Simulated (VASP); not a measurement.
# WSe2 (P1) in VASP: a series of runs

The runs below take WSe2 through single point, with r2SCAN.

All numbers are computed with VASP 6.6.1; they aren't measurements. Logs are shortened: lines on timing, memory, paths and dates and some standing lists are left out, and cuts for length are marked.

## Step 1: The cell of the first run

The typed cell holds 12 atoms: a = 6.659 Å, b = 6.659 Å, c = 6.547 Å, α = 90.00°, β = 90.00°, γ = 120.00°.

## Step 2: Single point, r2SCAN

The input, POSCAR:

```
WSe2
1.0
    6.6591430000      0.0000000000      0.0000000000
   -3.3295720000      5.7669870000      0.0000000000
    0.0000000000      0.0000000000      6.5471750000
W Se
4 8
Direct
   -0.0016651837     -0.0012502196      0.0024453295
   -0.0019083269      0.4979262135     -0.0021213730
    0.4983311468     -0.0005999667      0.0014636847
    0.5033395589      0.5005634658      0.0021962144
    0.1702844228      0.3375119451      0.2530854911
    0.3306058058      0.1639965549      0.7433373936
    0.1634198407      0.8381116517      0.2525701543
    0.3386568304      0.6746654709      0.7435098344
    0.6687428835      0.3318989621      0.2577513202
    0.8321287896      0.1653848015      0.7379914238
    0.6668204694      0.8399079103      0.2591725439
    0.8331567971      0.6642199818      0.7409782082
```

The input, INCAR.step1:

```
SYSTEM = WSe2
PREC     = Accurate       ! precision mode
ENCUT    = 520            ! plane-wave cutoff, eV
ISMEAR   = -1             ! smearing method
SIGMA    = 0.026          ! smearing width, eV
LREAL    = .FALSE.        ! projectors in reciprocal space
LASPH    = .TRUE.         ! aspherical terms in the spheres
NELM     = 100            ! most SCF steps
NBANDS   = 64             ! bands
GGA      = PE             ! functional
ALGO     = Normal         ! electronic algorithm
EDIFF    = 1E-4           ! SCF threshold, eV
LWAVE    = .TRUE.         ! write WAVECAR
LCHARG   = .FALSE.        ! write CHGCAR
```

The input, INCAR.step2:

```
SYSTEM = WSe2
PREC     = Accurate       ! precision mode
ENCUT    = 520            ! plane-wave cutoff, eV
EDIFF    = 1E-6           ! SCF threshold, eV
ISMEAR   = -1             ! smearing method
SIGMA    = 0.026          ! smearing width, eV
LREAL    = .FALSE.        ! projectors in reciprocal space
LASPH    = .TRUE.         ! aspherical terms in the spheres
NELM     = 100            ! most SCF steps
ALGO     = Normal         ! electronic algorithm
ISIF     = 2              ! what is computed and relaxed
LWAVE    = .FALSE.        ! write WAVECAR
LCHARG   = .FALSE.        ! write CHGCAR
METAGGA  = R2SCAN         ! meta-GGA
LMIXTAU  = .TRUE.       
NBANDS   = 64             ! bands
ISTART   = 1
```

The input, KPOINTS:

```
Automatic mesh
0
G
  3 3 2
  0 0 0
```

Potentials or basis: VASP PAW PBE potentials, release 64 (W_sv, Se).

Command:

```console
cat potpaw_PBE.64/W_sv/POTCAR potpaw_PBE.64/Se/POTCAR > POTCAR
cp INCAR.step1 INCAR
mpirun -np 1 vasp_std > vasp.out
cp INCAR.step2 INCAR
mpirun -np 1 vasp_std > vasp.out
```

OUTCAR:

```text
SYSTEM = WSe2
   PREC = Accurate
   ENCUT = 520
   EDIFF = 1E-6
   ISMEAR = -1
   LREAL = .FALSE.
   LASPH = .TRUE.
   NELM = 100
   ISIF = 2
   METAGGA = R2SCAN
   ISTART = 1

 ion  position               nearest neighbor table
   1  0.998  0.999  0.002-   7 2.49  11 2.55   5 2.55   6 2.56  12 2.58  10 2.59   4 3.31   2 3.33
                             3 3.33   3 3.33   2 3.33   4 3.35
   2  0.998  0.498  0.998-   5 2.54  12 2.55   9 2.55  10 2.56   7 2.57   8 2.58   4 3.30   3 3.32
                             1 3.33   1 3.33   3 3.34   4 3.36
   3  0.498  0.999  0.001-   8 2.52  11 2.53   7 2.54   9 2.55   6 2.56  10 2.58   4 3.32   2 3.32
                             1 3.33   1 3.33   2 3.34   4 3.34
   4  0.503  0.501  0.002-   5 2.53   9 2.55  12 2.56   6 2.58  11 2.58   8 2.59   2 3.30   1 3.31
                             3 3.32   3 3.34   1 3.35   2 3.36
   5  0.170  0.338  0.253-   4 2.53   2 2.54   1 2.55
   6  0.331  0.164  0.743-   3 2.56   1 2.56   4 2.58
   7  0.163  0.838  0.253-   1 2.49   3 2.54   2 2.57
   8  0.339  0.675  0.744-   3 2.52   2 2.58   4 2.59
   9  0.669  0.332  0.258-   3 2.55   2 2.55   4 2.55
  10  0.832  0.165  0.738-   2 2.56   3 2.58   1 2.59
  11  0.667  0.840  0.259-   3 2.53   1 2.55   4 2.58
  12  0.833  0.664  0.741-   2 2.55   4 2.56   1 2.58

  LATTYP: Found a hexagonal cell.
 ALAT       =     6.6591430000
 C/A-ratio  =     0.9831858244

  Lattice vectors:

 A1 = (   6.6591430000,   0.0000000000,   0.0000000000)
 A2 = (  -3.3295720000,   5.7669870000,   0.0000000000)
 A3 = (   0.0000000000,   0.0000000000,   6.5471750000)

Analysis of symmetry for initial positions (statically):
=====================================================================
 Subroutine PRICEL returns:
 Original cell was already a primitive cell.

 Routine SETGRP: Setting up the symmetry group for a
 hexagonal supercell.

 Subroutine GETGRP returns: Found  1 space group operations
 (whereof  1 operations were pure point group operations)
 out of a pool of 24 trial point group operations.

The static configuration has the point symmetry C_1 .

Analysis of symmetry for dynamics (positions and initial velocities):
=====================================================================
 Subroutine PRICEL returns:
 Original cell was already a primitive cell.

 Routine SETGRP: Setting up the symmetry group for a
 hexagonal supercell.

 Subroutine GETGRP returns: Found  1 space group operations
 (whereof  1 operations were pure point group operations)
 out of a pool of 24 trial point group operations.

The dynamic configuration has the point symmetry C_1 .

 Subroutine INISYM returns: Found  1 space group operations
 (whereof  1 operations are pure point group operations),
 and found     1 'primitive' translations

----------------------------------------------------------------------------------------

                                     Primitive cell

  volume of cell :     251.4324

  direct lattice vectors                    reciprocal lattice vectors
     6.659143000  0.000000000  0.000000000     0.150169474  0.086700399  0.000000000
    -3.329572000  5.766987000  0.000000000     0.000000000  0.173400772  0.000000000
     0.000000000  0.000000000  6.547175000     0.000000000  0.000000000  0.152737631

  length of vectors
     6.659143000  6.659143245  6.547175000     0.173400779  0.173400772  0.152737631

  position of ions in fractional coordinates (direct lattice)
     0.998334816  0.998749780  0.002445329
     0.998091673  0.497926214  0.997878627
     0.498331147  0.999400033  0.001463685
     0.503339559  0.500563466  0.002196214
     0.170284423  0.337511945  0.253085491
     0.330605806  0.163996555  0.743337394
     0.163419841  0.838111652  0.252570154
     0.338656830  0.674665471  0.743509834
     0.668742884  0.331898962  0.257751320
     0.832128790  0.165384801  0.737991424
     0.666820469  0.839907910  0.259172544
     0.833156797  0.664219982  0.740978208

  ion indices of the primitive-cell ions
   primitive index   ion index
                 1           1
                 2           2
                 3           3
                 4           4
                 5           5
                 6           6
                 7           7
                 8           8
                 9           9
                10          10
                11          11
                12          12

----------------------------------------------------------------------------------------

 KPOINTS: Automatic mesh

Automatic generation of k-mesh.
 Grid dimensions read from file:
 generate k-points for:    3    3    2

 Generating k-lattice:

  Cartesian coordinates                     Fractional coordinates (reciprocal lattice)
     0.050056491  0.028900133  0.000000000     0.333333333 -0.000000000  0.000000000
     0.000000000  0.057800257  0.000000000     0.000000000  0.333333333  0.000000000
     0.000000000  0.000000000  0.076368816     0.000000000  0.000000000  0.500000000

  Length of vectors
     0.057800260  0.057800257  0.076368816

  Shift w.r.t. Gamma in fractional coordinates (k-lattice)
     0.000000000  0.000000000  0.000000000

 Subroutine IBZKPT returns following result:
 ===========================================

 Found     10 irreducible k-points:

 Following reciprocal coordinates:
            Coordinates               Weight
  0.000000  0.000000  0.000000      1.000000
  0.333333  0.000000  0.000000      2.000000
  0.000000  0.333333  0.000000      2.000000
 -0.333333  0.333333  0.000000      2.000000
  0.333333  0.333333  0.000000      2.000000
  0.000000  0.000000  0.500000      1.000000
  0.333333  0.000000  0.500000      2.000000
  0.000000  0.333333  0.500000      2.000000
 -0.333333  0.333333  0.500000      2.000000
  0.333333  0.333333  0.500000      2.000000
   k-points           NKPTS =     10   k-points in BZ     NKDIM =     10   number of bands    NBANDS=     64
   number of dos      NEDOS =    301   number of ions     NIONS =     12
   total plane-waves  NPLWV = 125000
   dimension x,y,z NGX =    50 NGY =   50 NGZ =   50
   dimension x,y,z NGXF=   100 NGYF=  100 NGZF=  100
   ions per type =               4   8
   NGX,Y,Z   is equivalent  to a cutoff of  12.48, 12.48, 12.70 a.u.
   NGXF,Y,Z  is equivalent  to a cutoff of  24.97, 24.97, 25.39 a.u.
 SYSTEM =  WSe2
   PREC   = accura    normal or accurate (medium, high low for compatibility)
   ISTART =      1    job   : 0-new  1-cont  2-samecut
   ICHARG =      0    charge: 1-file 2-atom 10-const
   ISPIN  =      1    spin polarized calculation?
   LNONCOLLINEAR =      F non collinear calculations
   LSORBIT =      F    spin-orbit coupling
   LASPH  =      T    aspherical Exc in radial PAW
   ENCUT  =  520.0 eV  38.22 Ry    6.18 a.u.  12.38 12.38 12.17*2*pi/ulx,y,z
   NELM   =    100;   NELMIN=  2; NELMDL=  0     # of ELM steps
   EDIFF  = 0.1E-05   stopping-criterion for ELM
   LREAL  =      F    real-space projection
   EDIFFG = 0.1E-04   stopping-criterion for IOM
   NSW    =      0    number of steps for IOM
   IBRION =     -1    ionic relax: 0-MD 1-quasi-New 2-CG
   NFREE  =      0    steps in history (QN), initial steepest desc. (CG)
   ISIF   =      2    stress and relaxation
   ISYM   =      2    0-nonsym 1-usesym 2-fastsym
   POTIM  = 0.5000    time-step for ionic-motion
   TEBEG  =    0.0;   TEEND  =   0.0 temperature during run
   PSTRESS=    0.0 pullay stress
   NELECT =     104.0000    total number of electrons
   NUPDOWN=      -1.0000    fix difference up-down
   EMIN   =  10.00;   EMAX   =-10.00  energy-range for DOS
   EFERMI =   0.00;   METHOD = LEGACY
   ISMEAR =    -1;   SIGMA  =   0.03  broadening in eV -4-tet -1-fermi 0-gaus
   EFERMI_NEDOS =   21; number of points for ismear=-14 and -15
   IALGO  =     38    algorithm
   IMIX   =      4    mixing-type and parameters
     AMIX     =   0.40;   BMIX     =  1.00
     AMIX_MAG =   1.60;   BMIX_MAG =  1.00
  volume/ion in A,a.u.               =      20.95       141.40
  Fermi-wavevector in a.u.,A,eV,Ry     =   1.219773  2.305036 20.243361  1.487845
  Thomas-Fermi vector in A             =   2.355013
   LORBIT       =      0    0 simple, 1 ext, 2 COOP (PROOUT), +10 PAW based schemes
   METAGGA = R2SCAN    functional components
   LHFCALC =     F    Hartree Fock is set to
   AEXX    =    0.0000 exact exchange contribution
   IVDW    =     0    specifies the selected vdW correction
   LEPSILON=     F    determine dielectric tensor
   LRPA    =     F    only Hartree local field effects (RPA)
 non-spin polarized calculation
  energy-cutoff  :      520.00
  volume of cell :      251.43
 maximum number of plane-waves:      6817
 NGX is ok and might be reduce to    50
   NGX = 25   NGY = 25   NGZ = 25

 number of electron     104.0000001 magnetization

 Free energy of the ion-electron system (eV)
  ---------------------------------------------------
  ext. energy  EPLUGINS =         0.00000000
  ---------------------------------------------------
  free energy    TOTEN  =      -323.74389412 eV

  energy without entropy =     -323.72974631  energy(sigma->0) =     -323.73682021

 E-fermi :   6.2142     XC(G=0): -11.2237

 val. band max:        6.2139934304   @ k =   0.3333   0.3333   0.5000
 cond. band min:       6.2394447726   @ k =   0.3333   0.3333   0.5000
 fundamental gap:      0.0254513422
 Fermi energy:         6.2141765359

 k-point     1 :       0.0000    0.0000    0.0000
  band No.  band energies     occupation
      1     -70.6241      2.00000
      2     -70.6168      2.00000
      3     -70.6114      2.00000
      4     -70.6080      2.00000
      5     -34.3667      2.00000
      6     -34.3629      2.00000
[... 56 lines left out ...]
     63       9.4121      0.00000
     64       9.6373      0.00000

 k-point     2 :       0.3333    0.0000    0.0000
  band No.  band energies     occupation
      1     -70.6220      2.00000
      2     -70.6182      2.00000
      3     -70.6113      2.00000
      4     -70.6089      2.00000
      5     -34.3382      2.00000
      6     -34.3327      2.00000
[... 56 lines left out ...]
     63       9.1222      0.00000
     64       9.6286      0.00000

 k-point     3 :       0.0000    0.3333    0.0000
  band No.  band energies     occupation
      1     -70.6224      2.00000
      2     -70.6168      2.00000
      3     -70.6129      2.00000
      4     -70.6081      2.00000
      5     -34.3391      2.00000
      6     -34.3363      2.00000
[... 458 lines left out ...]
     63       8.9500      0.00000
     64       9.4687      0.00000

 k-point    10 :       0.3333    0.3333    0.5000
  band No.  band energies     occupation
      1     -70.6206      2.00000
      2     -70.6187      2.00000
      3     -70.6124      2.00000
      4     -70.6086      2.00000
      5     -34.3015      2.00000
      6     -34.2948      2.00000
[... 56 lines left out ...]
     63       8.6833      0.00000
     64       9.3389      0.00000

------------------------ aborting loop because EDIFF is reached ----------------------------------------

  FORCE on cell =-STRESS in cart. coord.  units (eV):
  Direction    XX          YY          ZZ          XY          YZ          ZX
  --------------------------------------------------------------------------------------
  -------------------------------------------------------------------------------------
  Total        0.8418343     -0.0307140     -0.4330862     -0.2080194     -0.8822995      0.5091485
  in kB        5.3643358     -0.1957159     -2.7597115     -1.3255410     -5.6221880      3.2443956
  external PRESSURE =       0.8029695 kB  Pullay stress =       0.0000000 kB

 VOLUME and BASIS-vectors are now :
 -----------------------------------------------------------------------------
  energy-cutoff  :      520.00
  volume of cell :      251.43
      direct lattice vectors                 reciprocal lattice vectors
     6.659143000  0.000000000  0.000000000     0.150169474  0.086700399  0.000000000
    -3.329572000  5.766987000  0.000000000     0.000000000  0.173400772  0.000000000
     0.000000000  0.000000000  6.547175000     0.000000000  0.000000000  0.152737631

 POSITION                                       TOTAL-FORCE (eV/Angst)
 -----------------------------------------------------------------------------------
      3.32264      5.75978      0.01601        -0.416021     -0.037641     -0.588119
      4.98855      2.87153      6.53329        -0.242786     -0.039432     -0.180973
     -0.00912      5.76353      0.00958         0.195917      0.430461     -0.343376
      1.68515      2.88674      0.01438         0.326938      0.164586     -0.328819
      0.01018      1.94643      1.65700        -0.091131     -0.066320      0.000744
      1.65551      0.94577      4.86676        -0.033139      0.278676      0.361340
     -1.70232      4.83338      1.65362         0.289106     -0.356818      0.178943
      0.00882      3.89079      4.86789         0.013247     -0.490810      0.327918
      3.34817      1.91406      1.68754        -0.108713      0.225251     -0.170617
      4.99060      0.95377      4.83176         0.017807      0.091433      0.646729
      1.64392      4.84374      1.69685         0.132340     -0.338428     -0.243276
      3.33654      3.83055      4.85131        -0.083566      0.139041      0.339507
 -----------------------------------------------------------------------------------
    total drift:                                0.000145     -0.000060     -0.000242

  FREE ENERGIE OF THE ION-ELECTRON SYSTEM (eV)
  ---------------------------------------------------
  free  energy   TOTEN  =      -323.7438941176 eV

  energy  without entropy=     -323.7297463065  energy(sigma->0) =     -323.73682021
```

It took 7.1 min on 1 thread of Intel Xeon 6975P-C (Granite Rapids), shared host; peak memory 0.41 GiB.

What came out:

* Free energy: -323.7439 eV
* Pressure: 0.1 GPa
* Largest force: 0.721 eV/Å
* Band gap on the k mesh: zero (bands 52 and 53 overlap by 0.49 eV)

Forces in eV/Å, atoms in the order of the input:
```
W   -0.416 -0.038 -0.588
W   -0.243 -0.039 -0.181
W    0.196  0.430 -0.343
W    0.327  0.165 -0.329
Se  -0.091 -0.066  0.001
Se  -0.033  0.279  0.361
Se   0.289 -0.357  0.179
Se   0.013 -0.491  0.328
Se  -0.109  0.225 -0.171
Se   0.018  0.091  0.647
Se   0.132 -0.338 -0.243
Se  -0.084  0.139  0.340
```

Caveat: the k points lie up to 0.48 Å⁻¹ apart; the atoms stand as in a frame of molecular dynamics; the PAW data sets were made with another functional, which shifts forces and pressure a little; spin-orbit coupling is left out, which moves the levels of the heavy elements.

## Step 3: Single point, r2SCAN

The input, POSCAR:

```
WSe2
1.0
    6.6618330000      0.0000000000      0.0000000000
   -3.3309170000      5.7693170000      0.0000000000
    0.0000000000      0.0000000000      6.5498200000
W Se
4 8
Direct
   -0.0024689092     -0.0020749423      0.0030411523
   -0.0033191158      0.4964613662     -0.0030819168
    0.4979577485     -0.0004619264      0.0017655447
    0.5058211210      0.5013144537      0.0024696862
    0.1718053374      0.3405390967      0.2504632188
    0.3294208067      0.1629882705      0.7444456489
    0.1609704051      0.8399032329      0.2512065980
    0.3415984042      0.6787579882      0.7436453216
    0.6692883200      0.3310256656      0.2578150239
    0.8314199542      0.1645120211      0.7359980885
    0.6676201913      0.8434903126      0.2596816401
    0.8322392302      0.6625829366      0.7403916444
```

The input, INCAR.step1:

```
PREC = Accurate ; ENCUT = 520
ISMEAR = -1 ; SIGMA = 0.026
LREAL = F ; LASPH = T
NELM = 60 ; NBANDS = 64
GGA = PE ; ALGO = Normal
EDIFF = 1E-4 ; LWAVE = T
LCHARG = F
```

The input, INCAR.step2:

```
PREC = Accurate ; ENCUT = 520
EDIFF = 1E-6 ; ISMEAR = -1
SIGMA = 0.026 ; LREAL = F
LASPH = T ; NELM = 60
ALGO = Normal ; ISIF = 2
LWAVE = F ; LCHARG = F
METAGGA = R2SCAN ; LMIXTAU = T
NBANDS = 64 ; ISTART = 1
```

The input, KPOINTS:

```
Automatic mesh
0
Gamma
  3 3 2
```

Potentials or basis: VASP PAW PBE potentials, release 64 (W_sv, Se).

Command:

```console
cat potpaw_PBE.64/W_sv/POTCAR potpaw_PBE.64/Se/POTCAR > POTCAR
cp INCAR.step1 INCAR
mpirun -np 1 vasp_std > vasp.out
cp INCAR.step2 INCAR
mpirun -np 1 vasp_std > vasp.out
```

Wall time 6.8 min (1 thread of Intel Xeon 6975P-C (Granite Rapids), shared host); peak memory 0.41 GiB.

The run converged. Its results:

```yaml
Free_energy: -323.6938 eV
Pressure: 0.1 GPa
Largest_force: 1.022 eV/Å
Band_gap_on_the_k_mesh: zero (bands 52 and 53 overlap by 0.47 eV)
```

Forces in eV/Å, atoms in the order of the input:
```
W   -0.652 -0.077 -0.783
W   -0.427 -0.028 -0.259
W    0.285  0.601 -0.410
W    0.484  0.256 -0.376
Se  -0.071 -0.146  0.111
Se  -0.051  0.397  0.328
Se   0.504 -0.495  0.298
Se  -0.029 -0.739  0.366
Se  -0.161  0.343 -0.113
Se   0.027  0.158  0.773
Se   0.161 -0.509 -0.229
Se  -0.069  0.239  0.294
```

Stress tensor (GPa, compression positive):
```
 0.70 -0.22  0.58
-0.22 -0.18 -0.87
 0.58 -0.87 -0.10
```

Levels at points of the mesh, in eV from the Fermi level:
```
           k point  band 48  band 49  band 50  band 51  band 52  band 53  band 54  band 55  band 56  band 57
(0.00, 0.00, 0.00)    -1.79    -1.76    -1.43    -0.76    -0.71     0.05     0.07     1.41     1.43     1.43
(0.00, 0.00, 0.50)    -1.59    -1.56    -0.77    -0.72    -0.38    -0.07    -0.05     1.41     1.43     1.43
```

Caveat: the k points lie up to 0.48 Å⁻¹ apart; the atoms stand as in a frame of molecular dynamics; the PAW data sets were made with another functional, which shifts forces and pressure a little; spin-orbit coupling is left out, which moves the levels of the heavy elements.

The gap in the log of VASP goes by the Fermi energy; the results here count the filled bands.